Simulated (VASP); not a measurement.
Write the native input for VASP 6.6.1 that does the following.

* Task: single point
* Functional: LDA
* Potentials or basis: VASP PAW LDA potentials, release 64 (C)
* Cutoff: 520 eV
* k mesh: 6 × 6 × 10
* Occupations: gaussian, width 0.05 eV
* Spin: no spin polarisation
* Dipole correction: no
* Further INCAR settings: ALGO = Normal; EDIFF = 1e-06; NBANDS = 26

The structure of C lies in POSCAR:

```
C
1.0
    2.1032727620     -4.3337146136      0.0000000000
    2.1032727620      4.3337146136      0.0000000000
    0.0000000000      0.0000000000      2.4856616114
C
8
Direct
    0.6482879639      0.9815881366      0.0000000000
    0.3517120361      0.0184118634      0.0000000000
    0.0184118634      0.3517120361      0.0000000000
    0.9815881366      0.6482879639      0.0000000000
    0.3967059258      0.1952341532      0.4257393667
    0.5954459046      0.7739231852      0.5000000000
    0.7739231852      0.5954459046      0.5000000000
    0.2260768148      0.4045540954      0.5000000000
```

This cell differs from its parent crystal: atom 5 (C) moved +0.225 Å towards its neighbour atom 2 (C) at 1.515 Å.

These files were run (other wordings do the same):

INCAR

```
PREC = Accurate
ENCUT = 520
EDIFF = 1E-6
ISMEAR = 0
SIGMA = 0.05
LREAL = F
LASPH = T
NELM = 60
ALGO = Normal
ISIF = 2
LWAVE = F
LCHARG = F
GGA = CA
NBANDS = 26
```

KPOINTS

```
Automatic mesh
0
Gamma
  6 6 10
```

Potentials or basis: VASP PAW LDA potentials, release 64 (C).

Launch:

```sh
$ cat potpaw_LDA.64/C/POTCAR > POTCAR
$ mpirun -np 1 vasp_std > vasp.out
```

It gave:

```json
{"Pressure": "8.5 GPa", "Largest force": "14.251 eV/Å", "Band gap on the k mesh": "2.56 eV (least direct gap 3.34 eV)"}
```

Caveat: the cell differs from its parent crystal (atom 5 (C) moved +0.225 Å towards its neighbour atom 2 (C) at 1.515 Å); the cell stands under pressure; forces of over 1 eV/Å act on the atoms, so gaps and moduli don't describe the material at rest.

Run time: 2.8 min on 1 thread of Intel Xeon 8259CL, with other jobs on the host, peak memory 0.24 GiB.
